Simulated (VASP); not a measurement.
# MgO (Fm-3m) in VASP: single point with r2SCAN

Aim: the single point of MgO with r2SCAN.

Program: VASP 6.6.1. These are calculated values, not measurements. Logs are shortened: lines on timing, memory, paths and dates and some standing lists are left out, and cuts for length are marked.

**Experimental background.**

“Electronic structure of alkaline earth and post-transition metal oxides”, 2009, arxiv:0908.1581 quotes, for a bulk crystal of MgO: band gap 7.83 eV.

How close the calculation comes is told below.

### Step 1. The cell of the first run

The structure is cubic, space group Fm-3m (No. 225). Conventional cell: a = 4.204 Å, b = 4.204 Å, c = 4.204 Å, α = 90.00°, β = 90.00°, γ = 90.00°. Mg (site symmetry m-3m) has 6 O at 2.10 Å within 2.8 Å. O (site symmetry m-3m) has 6 Mg at 2.10 Å within 2.8 Å.

### Step 2. Single point, r2SCAN

POSCAR reads:

```
MgO
1.0
    0.0000000000      2.1021671475      2.1021671475
    2.1021671475      0.0000000000      2.1021671475
    2.1021671475      2.1021671475      0.0000000000
Mg O
1 1
Direct
    0.0000000000      0.0000000000      0.0000000000
    0.5000000000      0.5000000000      0.5000000000
```

INCAR.step1 reads:

```
SYSTEM = MgO
PREC = Accurate ; ENCUT = 750
ISMEAR = 0 ; SIGMA = 0.01
LREAL = .FALSE. ; LASPH = .TRUE.
NELM = 120 ; NBANDS = 15
GGA = PE ; ALGO = Normal
EDIFF = 1E-5 ; LWAVE = .TRUE.
LCHARG = .FALSE. ; GGA_COMPAT = .FALSE.
```

INCAR.step2 reads:

```
SYSTEM = MgO
PREC = Accurate ; ENCUT = 750
EDIFF = 1E-6 ; ISMEAR = 0
SIGMA = 0.01 ; LREAL = .FALSE.
LASPH = .TRUE. ; NELM = 120
ALGO = Normal ; ISIF = 2
LWAVE = .FALSE. ; LCHARG = .FALSE.
METAGGA = R2SCAN ; LMIXTAU = .TRUE.
NBANDS = 15 ; ISTART = 1
GGA_COMPAT = .FALSE.
```

KPOINTS reads:

```
Automatic mesh
0
G
  10 10 10
  0 0 0
```

Potentials or basis: VASP PAW PBE potentials, release 64 (Mg_sv, O).

Run with:

```bash
> cat potpaw_PBE.64/Mg_sv/POTCAR potpaw_PBE.64/O/POTCAR > POTCAR
> cp INCAR.step1 INCAR
> mpirun -np 1 vasp_std > vasp.out
> cp INCAR.step2 INCAR
> mpirun -np 1 vasp_std > vasp.out
```

OUTCAR:

```text
SYSTEM = MgO
   PREC = Accurate
   ENCUT = 750
   EDIFF = 1E-6
   ISMEAR = 0
   LREAL = .FALSE.
   LASPH = .TRUE.
   NELM = 120
   ISIF = 2
   METAGGA = R2SCAN
   ISTART = 1

 ion  position               nearest neighbor table
   1  0.000  0.000  0.000-   2 2.10   2 2.10   2 2.10   2 2.10   2 2.10   2 2.10
   2  0.500  0.500  0.500-   1 2.10   1 2.10   1 2.10   1 2.10   1 2.10   1 2.10

  LATTYP: Found a face centered cubic cell.
 ALAT       =     4.2043342950

  Lattice vectors:

 A1 = (   0.0000000000,   2.1021671475,   2.1021671475)
 A2 = (   2.1021671475,   0.0000000000,   2.1021671475)
 A3 = (   2.1021671475,   2.1021671475,   0.0000000000)

Analysis of symmetry for initial positions (statically):
=====================================================================
 Subroutine PRICEL returns:
 Original cell was already a primitive cell.

 Routine SETGRP: Setting up the symmetry group for a
 face centered cubic supercell.

 Subroutine GETGRP returns: Found 48 space group operations
 (whereof 48 operations were pure point group operations)
 out of a pool of 48 trial point group operations.

The static configuration has the point symmetry O_h .

Analysis of symmetry for dynamics (positions and initial velocities):
=====================================================================
 Subroutine PRICEL returns:
 Original cell was already a primitive cell.

 Routine SETGRP: Setting up the symmetry group for a
 face centered cubic supercell.

 Subroutine GETGRP returns: Found 48 space group operations
 (whereof 48 operations were pure point group operations)
 out of a pool of 48 trial point group operations.

The dynamic configuration has the point symmetry O_h .

 Subroutine INISYM returns: Found 48 space group operations
 (whereof 48 operations are pure point group operations),
 and found     1 'primitive' translations

----------------------------------------------------------------------------------------

                                     Primitive cell

  volume of cell :      18.5794

  direct lattice vectors                    reciprocal lattice vectors
     0.000000000  2.102167147  2.102167147    -0.237849783  0.237849783  0.237849783
     2.102167147  0.000000000  2.102167147     0.237849783 -0.237849783  0.237849783
     2.102167147  2.102167147  0.000000000     0.237849783  0.237849783 -0.237849783

  length of vectors
     2.972913290  2.972913290  2.972913290     0.411967909  0.411967909  0.411967909

  position of ions in fractional coordinates (direct lattice)
     0.000000000  0.000000000  0.000000000
     0.500000000  0.500000000  0.500000000

  ion indices of the primitive-cell ions
   primitive index   ion index
                 1           1
                 2           2

----------------------------------------------------------------------------------------

 KPOINTS: Automatic mesh

Automatic generation of k-mesh.
 Grid dimensions read from file:
 generate k-points for:   10   10   10

 Generating k-lattice:

  Cartesian coordinates                     Fractional coordinates (reciprocal lattice)
    -0.023784978  0.023784978  0.023784978     0.100000000  0.000000000  0.000000000
     0.023784978 -0.023784978  0.023784978     0.000000000  0.100000000  0.000000000
     0.023784978  0.023784978 -0.023784978     0.000000000  0.000000000  0.100000000

  Length of vectors
     0.041196791  0.041196791  0.041196791

  Shift w.r.t. Gamma in fractional coordinates (k-lattice)
     0.000000000  0.000000000  0.000000000

 Subroutine IBZKPT returns following result:
 ===========================================

 Found     47 irreducible k-points:

 Following reciprocal coordinates:
            Coordinates               Weight
  0.000000  0.000000  0.000000      1.000000
  0.100000  0.000000  0.000000      8.000000
  0.200000  0.000000  0.000000      8.000000
  0.300000  0.000000  0.000000      8.000000
  0.400000  0.000000  0.000000      8.000000
  0.500000  0.000000  0.000000      4.000000
[... 16 lines left out ...]
  0.300000  0.300000  0.000000      6.000000
  0.400000  0.300000  0.000000     24.000000
 [... further k-points ...]
   k-points           NKPTS =     47   k-points in BZ     NKDIM =     47   number of bands    NBANDS=     15
   number of dos      NEDOS =    301   number of ions     NIONS =      2
   total plane-waves  NPLWV =  21952
   dimension x,y,z NGX =    28 NGY =   28 NGZ =   28
   dimension x,y,z NGXF=    56 NGYF=   56 NGZF=   56
   ions per type =               1   1
   NGX,Y,Z   is equivalent  to a cutoff of  15.66, 15.66, 15.66 a.u.
   NGXF,Y,Z  is equivalent  to a cutoff of  31.32, 31.32, 31.32 a.u.
 SYSTEM =  MgO
   PREC   = accura    normal or accurate (medium, high low for compatibility)
   ISTART =      1    job   : 0-new  1-cont  2-samecut
   ICHARG =      0    charge: 1-file 2-atom 10-const
   ISPIN  =      1    spin polarized calculation?
   LNONCOLLINEAR =      F non collinear calculations
   LSORBIT =      F    spin-orbit coupling
   LASPH  =      T    aspherical Exc in radial PAW
   ENCUT  =  750.0 eV  55.12 Ry    7.42 a.u.   6.64  6.64  6.64*2*pi/ulx,y,z
   NELM   =    120;   NELMIN=  2; NELMDL=  0     # of ELM steps
   EDIFF  = 0.1E-05   stopping-criterion for ELM
   LREAL  =      F    real-space projection
   EDIFFG = 0.1E-04   stopping-criterion for IOM
   NSW    =      0    number of steps for IOM
   IBRION =     -1    ionic relax: 0-MD 1-quasi-New 2-CG
   NFREE  =      0    steps in history (QN), initial steepest desc. (CG)
   ISIF   =      2    stress and relaxation
   ISYM   =      2    0-nonsym 1-usesym 2-fastsym
   POTIM  = 0.5000    time-step for ionic-motion
   TEBEG  =    0.0;   TEEND  =   0.0 temperature during run
   PSTRESS=    0.0 pullay stress
   NELECT =      16.0000    total number of electrons
   NUPDOWN=      -1.0000    fix difference up-down
   EMIN   =  10.00;   EMAX   =-10.00  energy-range for DOS
   EFERMI =   0.00;   METHOD = LEGACY
   ISMEAR =     0;   SIGMA  =   0.01  broadening in eV -4-tet -1-fermi 0-gaus
   EFERMI_NEDOS =   21; number of points for ismear=-14 and -15
   IALGO  =     38    algorithm
   IMIX   =      4    mixing-type and parameters
     AMIX     =   0.40;   BMIX     =  1.00
     AMIX_MAG =   1.60;   BMIX_MAG =  1.00
  volume/ion in A,a.u.               =       9.29        62.69
  Fermi-wavevector in a.u.,A,eV,Ry     =   1.557534  2.943313 33.006546  2.425913
  Thomas-Fermi vector in A             =   2.661170
   LORBIT       =      0    0 simple, 1 ext, 2 COOP (PROOUT), +10 PAW based schemes
   METAGGA = R2SCAN    functional components
   LHFCALC =     F    Hartree Fock is set to
   AEXX    =    0.0000 exact exchange contribution
   IVDW    =     0    specifies the selected vdW correction
   LEPSILON=     F    determine dielectric tensor
   LRPA    =     F    only Hartree local field effects (RPA)
 non-spin polarized calculation
 Gauss-broadening in eV      SIGMA  =   0.01
  energy-cutoff  :      750.00
  volume of cell :       18.58
 maximum number of plane-waves:       893
   NGX = 13   NGY = 13   NGZ = 13

 number of electron      15.9999994 magnetization

 Free energy of the ion-electron system (eV)
  ---------------------------------------------------
  ext. energy  EPLUGINS =         0.00000000
  ---------------------------------------------------
  free energy    TOTEN  =       -16.16275622 eV

  energy without entropy =      -16.16275622  energy(sigma->0) =      -16.16275622

 E-fermi :   2.8330     XC(G=0): -12.0711

 val. band max:        2.5456640829   @ k =   0.0000   0.0000   0.0000
 cond. band min:       8.2492807695   @ k =   0.0000   0.0000   0.0000
 fundamental gap:      5.7036166866
 Fermi energy:         2.8330075077

 k-point     1 :       0.0000    0.0000    0.0000
  band No.  band energies     occupation
      1     -72.4053      2.00000
      2     -37.4963      2.00000
      3     -37.4963      2.00000
      4     -37.4963      2.00000
      5     -15.6691      2.00000
      6       2.5457      2.00000
      7       2.5457      2.00000
      8       2.5457      2.00000
      9       8.2493      0.00000
     10      19.4396      0.00000
     11      19.4396      0.00000
     12      19.4396      0.00000
     13      23.5625      0.00000
     14      25.3995      0.00000
     15      25.3995      0.00000

 k-point     2 :       0.1000    0.0000    0.0000
  band No.  band energies     occupation
      1     -72.4044      2.00000
      2     -37.5046      2.00000
      3     -37.4970      2.00000
      4     -37.4970      2.00000
      5     -15.5614      2.00000
      6       1.9191      2.00000
      7       2.4756      2.00000
      8       2.4756      2.00000
      9       8.8620      0.00000
     10      18.1902      0.00000
     11      19.6957      0.00000
     12      19.6957      0.00000
     13      24.7153      0.00000
     14      24.7153      0.00000
     15      25.2832      0.00000

 k-point     3 :       0.2000    0.0000    0.0000
  band No.  band energies     occupation
      1     -72.4023      2.00000
      2     -37.5264      2.00000
      3     -37.4991      2.00000
      4     -37.4991      2.00000
      5     -15.2665      2.00000
      6       0.6027      2.00000
      7       2.2975      2.00000
      8       2.2975      2.00000
      9      10.0723      0.00000
     10      16.6809      0.00000
     11      20.2294      0.00000
     12      20.2294      0.00000
     13      24.0278      0.00000
     14      24.0278      0.00000
     15      26.4841      0.00000

 k-point     4 :       0.3000    0.0000    0.0000
  band No.  band energies     occupation
      1     -72.3997      2.00000
      2     -37.5531      2.00000
      3     -37.5015      2.00000
      4     -37.5015      2.00000
      5     -14.8717      2.00000
      6      -0.7354      2.00000
      7       2.0878      2.00000
      8       2.0878      2.00000
      9      11.0258      0.00000
     10      16.0500      0.00000
     11      20.4094      0.00000
     12      20.4094      0.00000
     13      24.4855      0.00000
     14      24.4855      0.00000
     15      25.9217      0.00000
[... 307 lines left out ...]
 k-point    22 :      -0.2000    0.2000    0.0000
  band No.  band energies     occupation
      1     -72.3988      2.00000
      2     -37.5481      2.00000
      3     -37.5174      2.00000
      4     -37.5006      2.00000
      5     -14.7598      2.00000
      6      -0.5390      2.00000
      7       1.2038      2.00000
      8       2.0808      2.00000
      9      12.0226      0.00000
     10      15.5223      0.00000
     11      18.9803      0.00000
     12      21.7360      0.00000
     13      22.2128      0.00000
     14      25.4059      0.00000
     15      29.1640      0.00000

 k-point    23 :       0.3000    0.3000    0.0000
  band No.  band energies     occupation
      1     -72.3979      2.00000
      2     -37.5454      2.00000
      3     -37.5146      2.00000
      4     -37.5146      2.00000
      5     -14.6872      2.00000
      6      -0.6009      2.00000
      7       1.5923      2.00000
      8       1.5923      2.00000
      9      12.4897      0.00000
     10      13.9474      0.00000
     11      18.3143      0.00000
     12      21.8753      0.00000
     13      21.8753      0.00000
     14      28.1570      0.00000
     15      31.7219      0.00000

 k-point    24 :       0.4000    0.3000    0.0000
  band No.  band energies     occupation
      1     -72.3963      2.00000
      2     -37.5560      2.00000
      3     -37.5200      2.00000
      4     -37.5176      2.00000
      5     -14.4493      2.00000
      6      -1.0326      2.00000
      7       1.2269      2.00000
      8       1.4408      2.00000
      9      13.2245      0.00000
     10      13.7323      0.00000
     11      17.4569      0.00000
     12      22.1695      0.00000
     13      22.3883      0.00000
     14      28.9627      0.00000
     15      31.2201      0.00000

 [... further k-points ...]

------------------------ aborting loop because EDIFF is reached ----------------------------------------

  FORCE on cell =-STRESS in cart. coord.  units (eV):
  Direction    XX          YY          ZZ          XY          YZ          ZX
  --------------------------------------------------------------------------------------
  -------------------------------------------------------------------------------------
  Total       -0.0015732     -0.0015732     -0.0015732      0.0000000      0.0000000     -0.0000000
  in kB       -0.1356662     -0.1356662     -0.1356662      0.0000000      0.0000000     -0.0000000
  external PRESSURE =      -0.1356662 kB  Pullay stress =       0.0000000 kB

 VOLUME and BASIS-vectors are now :
 -----------------------------------------------------------------------------
  energy-cutoff  :      750.00
  volume of cell :       18.58
      direct lattice vectors                 reciprocal lattice vectors
     0.000000000  2.102167147  2.102167147    -0.237849783  0.237849783  0.237849783
     2.102167147  0.000000000  2.102167147     0.237849783 -0.237849783  0.237849783
     2.102167147  2.102167147  0.000000000     0.237849783  0.237849783 -0.237849783

 POSITION                                       TOTAL-FORCE (eV/Angst)
 -----------------------------------------------------------------------------------
      0.00000      0.00000      0.00000        -0.000000      0.000000      0.000000
      2.10217      2.10217      2.10217         0.000000     -0.000000     -0.000000
 -----------------------------------------------------------------------------------
    total drift:                                0.000000      0.000000      0.000000

  FREE ENERGIE OF THE ION-ELECTRON SYSTEM (eV)
  ---------------------------------------------------
  free  energy   TOTEN  =       -16.1627562202 eV

  energy  without entropy=      -16.1627562202  energy(sigma->0) =      -16.16275622
```

It took 2.4 min on 1 thread of AMD EPYC 7R43 (Zen 3), shared host; peak memory 0.13 GiB.

Results:

```
Free energy            : -16.1628 eV
Pressure               : 0.0 GPa
Band gap on the k mesh : 5.70 eV
```

Levels at points of the mesh, in eV from the valence-band top:
| k point | band 4 | band 5 | band 6 | band 7 | band 8 | band 9 | band 10 | band 11 | band 12 | band 13 |
| --- | --- | --- | --- | --- | --- | --- | --- | --- | --- | --- |
| (0.00, 0.00, 0.00) | -40.04 | -18.21 | 0.00 | 0.00 | 0.00 | 5.70 | 16.89 | 16.89 | 16.89 | 21.02 |
| (0.50, 0.00, 0.00) | -40.05 | -16.93 | -4.62 | -0.68 | -0.68 | 8.87 | 13.91 | 17.57 | 17.57 | 22.60 |
| (0.50, 0.50, 0.00) | -40.07 | -16.71 | -4.09 | -1.37 | -1.37 | 10.05 | 11.22 | 14.38 | 20.55 | 20.55 |

Caveat: the PAW data sets were made with another functional, which shifts forces and pressure a little.

### Step 3. Against experiment

Step 2. Against the measured gap of MgO, 7.83 eV (quoted in “Electronic structure of alkaline earth and post-transition metal oxides”, 2009, arxiv:0908.1581), the calculated 5.70 eV is off by -2.13 eV. The value is that of r2SCAN, without temperature or zero-point motion.
